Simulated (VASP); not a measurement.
Wanted: the native input for a VASP 6.6.1 run.

```yaml
Task: single point
Functional: PBE
Potentials_or_basis: VASP PAW PBE potentials, release 64 (Ga_d, Se, S)
Cutoff: 520 eV
k_mesh: 6 × 6 × 6
Occupations: gaussian, width 0.1 eV
Spin: no spin polarisation
Dipole_correction: no
Further_INCAR_settings: ALGO = Normal; EDIFF = 1e-07; NBANDS = 30
```

The structure of Ga2SeS2 lies in POSCAR:

```
Ga2SeS2
1.0
   -2.3046618500      2.3046618500      5.2805009500
    2.3046618500     -2.3046618500      5.2805009500
    2.3046618500      2.3046618500     -5.2805009500
Ga Se S
2 1 2
Direct
    0.6328056500      0.6328056500      0.0000000000
    0.3671943500      0.3671943500      0.0000000000
    0.0000000000      0.0000000000      0.0000000000
    0.2500000000      0.7500000000      0.5000000000
    0.7500000000      0.2500000000      0.5000000000
```

These files were run (other wordings do the same):

INCAR

```
PREC = Accurate ; ENCUT = 520
EDIFF = 1E-7 ; ISMEAR = 0
SIGMA = 0.1 ; LREAL = F
LASPH = T ; NELM = 80
ALGO = Normal ; ISIF = 2
LWAVE = F ; LCHARG = T
GGA = PE ; LELF = T
LVHAR = T ; NBANDS = 30
```

KPOINTS

```
Automatic mesh
0
Gamma
  6 6 6
```

Potentials or basis: VASP PAW PBE potentials, release 64 (Ga_d, Se, S).

Command:

```sh
$ cat potpaw_PBE.64/Ga_d/POTCAR potpaw_PBE.64/Se/POTCAR potpaw_PBE.64/S/POTCAR > POTCAR
$ mpirun -np 1 vasp_std > vasp.out
```

It gave:

The pressure is -6.6 GPa and the largest force is 0.130 eV/Å. The band gap on the k mesh is zero (band 22 reaches 3.43 eV, above the bottom of band 23 at 2.38 eV).

It took 2.9 min on 1 thread of AMD EPYC 7R13 Processor (Zen 3) (shared host), peak memory 0.34 GiB.
